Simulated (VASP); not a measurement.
Wanted: the native input for a VASP 6.6.1 run.

```yaml
Task: single point
Functional: PBE
Potentials_or_basis: VASP PAW PBE potentials, release 64 (Hf_pv, Si, O)
Cutoff: 520 eV
k_mesh: 6 × 6 × 4
Occupations: gaussian, width 0.02 eV
Spin: no spin polarisation
Dipole_correction: no
Further_INCAR_settings: ALGO = Normal; EDIFF = 1e-07; NBANDS = 37
```

The structure of HfSi2O6 lies in POSCAR:

```
HfSi2O6
1.0
    4.9553592000     -2.5079402000      0.0000000000
    4.9553592000      2.5079402000      0.0000000000
   -0.1764545000      0.0000000000      5.8822158000
Hf Si O
1 2 6
Direct
    0.4587940000      0.5412060000      0.0000000000
    0.5193970000      0.9865640000      0.6551790000
    0.0134360000      0.4806030000      0.3448210000
    0.7916040000      0.4295670000      0.2022840000
    0.3048400000      0.1550930000      0.4318780000
    0.5704330000      0.2083960000      0.7977160000
    0.1259400000      0.6285810000      0.1826300000
    0.8449070000      0.6951600000      0.5681220000
    0.3714190000      0.8740600000      0.8173700000
```

The input as run:

INCAR

```
ALGO = Normal ; EDIFF = 1E-7
ENCUT = 520 ; GGA = PE
ISIF = 2 ; ISMEAR = 0
LASPH = T ; LCHARG = F
LREAL = F ; LWAVE = F
NBANDS = 37 ; NELM = 80
PREC = Accurate ; SIGMA = 0.02
```

KPOINTS

```
k-points
0
Gamma
  6 6 4
```

Potentials or basis: VASP PAW PBE potentials, release 64 (Hf_pv, Si, O).

Run with:

```sh
$ cat potpaw_PBE.64/Hf_pv/POTCAR potpaw_PBE.64/Si/POTCAR potpaw_PBE.64/O/POTCAR > POTCAR
$ mpirun -np 1 vasp_std > vasp.out
```

Results of the run:

```
Pressure               : -0.4 GPa
Largest force          : 0.189 eV/Å
Band gap on the k mesh : 5.03 eV, indirect (least direct gap 5.29 eV)
```

Caveat: spin-orbit coupling is left out, which moves the levels of the heavy elements.

Run time: 2.5 min on 1 thread of Intel(R) Xeon(R) 6975P-C (Granite Rapids) (shared host), peak memory 0.41 GiB.
